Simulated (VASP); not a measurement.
# Au (Im-3m) in VASP: further runs

Au is run at these levels: PBEsol; tasks: single point.

All numbers are computed with VASP 6.6.1; they aren't measurements. Logs are shortened: lines on timing, memory, paths and dates and some standing lists are left out, and cuts for length are marked.

### 1 The cell of the first run

It takes space group Im-3m (No. 229, cubic). Conventional cell: a = 3.147 Å, b = 3.147 Å, c = 3.147 Å, α = 90.00°, β = 90.00°, γ = 90.00°. Within 3.6 Å of Au (site symmetry m-3m) lie 14 Au at 2.72 to 3.15 Å.

### 2 Single point, PBEsol

Input file INCAR:

```
PREC = Accurate
ENCUT = 500
EDIFF = 1E-6
ISMEAR = 0
SIGMA = 0.1
LREAL = F
LASPH = T
NELM = 120
ALGO = Normal
ISIF = 2
LWAVE = F
LCHARG = T
GGA = PS
LELF = T
LVHAR = T
NBANDS = 12
GGA_COMPAT = F
```

Input file KPOINTS:

```
Automatic mesh
0
Gamma
  10 10 10
```

Input file POSCAR:

```
Au
1.0
   -1.5732570346      1.5732570346      1.5732570346
    1.5732570346     -1.5732570346      1.5732570346
    1.5732570346      1.5732570346     -1.5732570346
Au
1
Direct
    0.0000000000      0.0000000000      0.0000000000
```

Potentials or basis: VASP PAW PBE potentials, release 64 (Au).

Launch:

```console
> cat potpaw_PBE.64/Au/POTCAR > POTCAR
> mpirun -np 1 vasp_std > vasp.out
```

OUTCAR:

```text
PREC = Accurate
   ENCUT = 500
   EDIFF = 1E-6
   ISMEAR = 0
   LREAL = F
   LASPH = T
   NELM = 120
   ISIF = 2
   GGA = PS

 ion  position               nearest neighbor table
   1  0.000  0.000  0.000-

  LATTYP: Found a body centered cubic cell.
 ALAT       =     3.1465140692

  Lattice vectors:

 A1 = (  -1.5732570346,   1.5732570346,   1.5732570346)
 A2 = (   1.5732570346,  -1.5732570346,   1.5732570346)
 A3 = (   1.5732570346,   1.5732570346,  -1.5732570346)

Analysis of symmetry for initial positions (statically):
=====================================================================
 Subroutine PRICEL returns:
 Original cell was already a primitive cell.

 Routine SETGRP: Setting up the symmetry group for a
 body centered cubic supercell.

 Subroutine GETGRP returns: Found 48 space group operations
 (whereof 48 operations were pure point group operations)
 out of a pool of 48 trial point group operations.

The static configuration has the point symmetry O_h .

Analysis of symmetry for dynamics (positions and initial velocities):
=====================================================================
 Subroutine PRICEL returns:
 Original cell was already a primitive cell.

 Routine SETGRP: Setting up the symmetry group for a
 body centered cubic supercell.

 Subroutine GETGRP returns: Found 48 space group operations
 (whereof 48 operations were pure point group operations)
 out of a pool of 48 trial point group operations.

The dynamic configuration has the point symmetry O_h .

 Subroutine INISYM returns: Found 48 space group operations
 (whereof 48 operations are pure point group operations),
 and found     1 'primitive' translations

----------------------------------------------------------------------------------------

                                     Primitive cell

  volume of cell :      15.5761

  direct lattice vectors                    reciprocal lattice vectors
    -1.573257035  1.573257035  1.573257035     0.000000000  0.317812022  0.317812022
     1.573257035 -1.573257035  1.573257035     0.317812022  0.000000000  0.317812022
     1.573257035  1.573257035 -1.573257035     0.317812022  0.317812022  0.000000000

  length of vectors
     2.724961117  2.724961117  2.724961117     0.449454072  0.449454072  0.449454072

  position of ions in fractional coordinates (direct lattice)
     0.000000000  0.000000000  0.000000000

  ion indices of the primitive-cell ions
   primitive index   ion index
                 1           1

----------------------------------------------------------------------------------------

 KPOINTS: Automatic mesh

Automatic generation of k-mesh.
 Grid dimensions read from file:
 generate k-points for:   10   10   10

 Generating k-lattice:

  Cartesian coordinates                     Fractional coordinates (reciprocal lattice)
     0.000000000  0.031781202  0.031781202     0.100000000  0.000000000  0.000000000
     0.031781202  0.000000000  0.031781202     0.000000000  0.100000000  0.000000000
     0.031781202  0.031781202  0.000000000     0.000000000  0.000000000  0.100000000

  Length of vectors
     0.044945407  0.044945407  0.044945407

  Shift w.r.t. Gamma in fractional coordinates (k-lattice)
     0.000000000  0.000000000  0.000000000

 Subroutine IBZKPT returns following result:
 ===========================================

 Found     47 irreducible k-points:

 Following reciprocal coordinates:
            Coordinates               Weight
  0.000000  0.000000  0.000000      1.000000
  0.100000  0.000000  0.000000     12.000000
  0.200000  0.000000  0.000000     12.000000
  0.300000  0.000000  0.000000     12.000000
  0.400000  0.000000  0.000000     12.000000
  0.500000  0.000000  0.000000      6.000000
[... 16 lines left out ...]
  0.300000  0.300000  0.100000      8.000000
 -0.300000  0.300000  0.100000     24.000000
 [... further k-points ...]
   k-points           NKPTS =     47   k-points in BZ     NKDIM =     47   number of bands    NBANDS=     12
   number of dos      NEDOS =    301   number of ions     NIONS =      1
   total plane-waves  NPLWV =   8000
   dimension x,y,z NGX =    20 NGY =   20 NGZ =   20
   dimension x,y,z NGXF=    40 NGYF=   40 NGZF=   40
   ions per type =               1
   NGX,Y,Z   is equivalent  to a cutoff of  12.20, 12.20, 12.20 a.u.
   NGXF,Y,Z  is equivalent  to a cutoff of  24.40, 24.40, 24.40 a.u.
 SYSTEM =  unknown system
   PREC   = accura    normal or accurate (medium, high low for compatibility)
   ISTART =      0    job   : 0-new  1-cont  2-samecut
   ICHARG =      2    charge: 1-file 2-atom 10-const
   ISPIN  =      1    spin polarized calculation?
   LNONCOLLINEAR =      F non collinear calculations
   LSORBIT =      F    spin-orbit coupling
   LASPH  =      T    aspherical Exc in radial PAW
   ENCUT  =  500.0 eV  36.75 Ry    6.06 a.u.   4.97  4.97  4.97*2*pi/ulx,y,z
   NELM   =    120;   NELMIN=  2; NELMDL= -5     # of ELM steps
   EDIFF  = 0.1E-05   stopping-criterion for ELM
   LREAL  =      F    real-space projection
[... 7 lines left out ...]
   TEBEG  =    0.0;   TEEND  =   0.0 temperature during run
   PSTRESS=    0.0 pullay stress
   NELECT =      11.0000    total number of electrons
   NUPDOWN=      -1.0000    fix difference up-down
   EMIN   =  10.00;   EMAX   =-10.00  energy-range for DOS
   EFERMI =   0.00;   METHOD = LEGACY
   ISMEAR =     0;   SIGMA  =   0.10  broadening in eV -4-tet -1-fermi 0-gaus
   EFERMI_NEDOS =   21; number of points for ismear=-14 and -15
   IALGO  =     38    algorithm
   IMIX   =      4    mixing-type and parameters
     AMIX     =   0.40;   BMIX     =  1.00
     AMIX_MAG =   1.60;   BMIX_MAG =  1.00
  volume/ion in A,a.u.               =      15.58       105.11
  Fermi-wavevector in a.u.,A,eV,Ry     =   1.457872  2.754979 28.917695  2.125391
  Thomas-Fermi vector in A             =   2.574623
   LORBIT       =      0    0 simple, 1 ext, 2 COOP (PROOUT), +10 PAW based schemes
   GGA     = PS    functional components
   LHFCALC =     F    Hartree Fock is set to
   AEXX    =    0.0000 exact exchange contribution
   IVDW    =     0    specifies the selected vdW correction
   LEPSILON=     F    determine dielectric tensor
   LRPA    =     F    only Hartree local field effects (RPA)
 non-spin polarized calculation
 Gauss-broadening in eV      SIGMA  =   0.10
  energy-cutoff  :      500.00
  volume of cell :       15.58
 maximum number of plane-waves:       410
   NGX =  9   NGY =  9   NGZ =  9

 number of electron      10.9999996 magnetization

 Free energy of the ion-electron system (eV)
  ---------------------------------------------------
  ext. energy  EPLUGINS =         0.00000000
  ---------------------------------------------------
  free energy    TOTEN  =        -3.81011425 eV

  energy without entropy =       -3.80783446  energy(sigma->0) =       -3.80897436

 E-fermi :  10.9603     XC(G=0): -13.4274

 val. band max:       10.9168180108   @ k =   0.4000   0.1000   0.0000
 cond. band min:      11.1989056858   @ k =   0.3000   0.1000   0.1000
 fundamental gap:      0.2820876751
 Fermi energy:        10.9602510448

 k-point     1 :       0.0000    0.0000    0.0000
  band No.  band energies     occupation
      1      -0.0477      2.00000
      2       5.4492      2.00000
      3       5.4492      2.00000
      4       5.4492      2.00000
      5       7.7030      2.00000
      6       7.7030      2.00000
      7      27.3303      0.00000
      8      27.3303      0.00000
      9      27.3303      0.00000
     10      36.8789      0.00000
     11      36.8833      0.00000
     12      36.8932      0.00000

 k-point     2 :       0.1000    0.0000    0.0000
  band No.  band energies     occupation
      1       0.3489      2.00000
      2       5.3118      2.00000
      3       5.4539      2.00000
      4       5.7486      2.00000
      5       7.5437      2.00000
      6       7.7136      2.00000
      7      27.3850      0.00000
      8      27.4274      0.00000
      9      27.8784      0.00000
     10      33.5866      0.00000
     11      33.7393      0.00000
     12      35.6066      0.00000

 k-point     3 :       0.2000    0.0000    0.0000
  band No.  band energies     occupation
      1       1.4051      2.00000
      2       4.9692      2.00000
      3       5.4709      2.00000
      4       6.5959      2.00000
      5       7.3301      2.00000
      6       7.7549      2.00000
      7      25.6755      0.00000
      8      26.8019      0.00000
      9      29.3922      0.00000
     10      31.8830      0.00000
     11      32.5391      0.00000
     12      32.6052      0.00000
[... 286 lines left out ...]
 k-point    23 :       0.3000    0.3000    0.1000
  band No.  band energies     occupation
      1       3.9530      2.00000
      2       5.2063      2.00000
      3       5.2063      2.00000
      4       7.9562      2.00000
      5       7.9562      2.00000
      6      14.2617      0.00000
      7      17.0447      0.00000
      8      17.0447      0.00000
      9      22.7043      0.00000
     10      34.5687      0.00000
     11      34.5687      0.00000
     12      40.7426      0.00000

 k-point    24 :      -0.3000    0.3000    0.1000
  band No.  band energies     occupation
      1       2.8265      2.00000
      2       4.8779      2.00000
      3       5.6972      2.00000
      4       6.9963      2.00000
      5       7.7395      2.00000
      6       8.2506      2.00000
      7      21.7329      0.00000
      8      25.4111      0.00000
      9      27.7797      0.00000
     10      31.6988      0.00000
     11      32.9676      0.00000
     12      33.3427      0.00000

 [... further k-points ...]
[... 5 lines left out ...]
  --------------------------------------------------------------------------------------
  -------------------------------------------------------------------------------------
  Total        1.9050478      1.9050478      1.9050478      0.0000000      0.0000000      0.0000000
  in kB      195.9554869    195.9554869    195.9554869      0.0000000      0.0000000      0.0000000
  external PRESSURE =     195.9554869 kB  Pullay stress =       0.0000000 kB

 VOLUME and BASIS-vectors are now :
 -----------------------------------------------------------------------------
  energy-cutoff  :      500.00
  volume of cell :       15.58
      direct lattice vectors                 reciprocal lattice vectors
    -1.573257035  1.573257035  1.573257035     0.000000000  0.317812022  0.317812022
     1.573257035 -1.573257035  1.573257035     0.317812022  0.000000000  0.317812022
     1.573257035  1.573257035 -1.573257035     0.317812022  0.317812022  0.000000000

 POSITION                                       TOTAL-FORCE (eV/Angst)
 -----------------------------------------------------------------------------------
      0.00000      0.00000      0.00000         0.000000     -0.000000      0.000000
 -----------------------------------------------------------------------------------
    total drift:                                0.000000     -0.000000      0.000000

  FREE ENERGIE OF THE ION-ELECTRON SYSTEM (eV)
  ---------------------------------------------------
  free  energy   TOTEN  =        -3.8101142511 eV

  energy  without entropy=       -3.8078344628  energy(sigma->0) =       -3.80897436
```

Wall time 15 s (1 thread of Intel Xeon 8259CL, shared host); peak memory 0.13 GiB.

Results:

```yaml
Free_energy: -3.8101 eV
Pressure: 19.6 GPa
```

Caveat: the PAW data sets were made with another functional, which shifts forces and pressure a little; spin-orbit coupling is left out, which moves the levels of the heavy elements.

### 3 Single point, PBEsol

This run uses another cell than the first one, of 17.01 Å³/atom, 1.092 times its volume.

Input file INCAR:

```
SYSTEM = Au
  ALGO = Normal
  EDIFF = 1E-6
  ENCUT = 500
  GGA = PS
  GGA_COMPAT = .False.
  ISIF = 2
  ISMEAR = 0
  LASPH = .True.
  LCHARG = .False.
  LREAL = .False.
  LWAVE = .False.
  NBANDS = 12
  NELM = 120
  PREC = Accurate
  SIGMA = 0.1
```

Input file KPOINTS:

```
k-points
0
Gamma
  10 10 10
  0 0 0
```

Input file POSCAR:

```
Au
1.0
   -1.6200987678      1.6200987678      1.6200987678
    1.6200987678     -1.6200987678      1.6200987678
    1.6200987678      1.6200987678     -1.6200987678
Au
1
Direct
    0.0000000000      0.0000000000      0.0000000000
```

Potentials or basis: VASP PAW PBE potentials, release 64 (Au).

Launch:

```console
> cat potpaw_PBE.64/Au/POTCAR > POTCAR
> mpirun -np 1 vasp_std > vasp.out
```

Run time: 14 s. Hardware: 1 thread of Intel Xeon 8259CL, shared host; peak memory 0.12 GiB.

Results (log left out):

```
Free energy : -3.8894 eV
Pressure    : -0.3 GPa
```

Levels at points of the mesh, in eV from the Fermi level:
```
           k point  band 3  band 4  band 5  band 6  band 7  band 8  band 9  band 10
(0.00, 0.00, 0.00)   -5.00   -5.00   -3.04   -3.04   16.39   16.39   16.39    24.23
(0.50, 0.00, 0.00)   -3.19   -2.83   -1.49   -0.82    3.45   12.24   13.78    21.75
(0.50, 0.50, 0.50)   -1.88   -1.88   -1.88    6.14    6.14    6.14    9.61    15.91
```

Caveat: the PAW data sets were made with another functional, which shifts forces and pressure a little; spin-orbit coupling is left out, which moves the levels of the heavy elements.
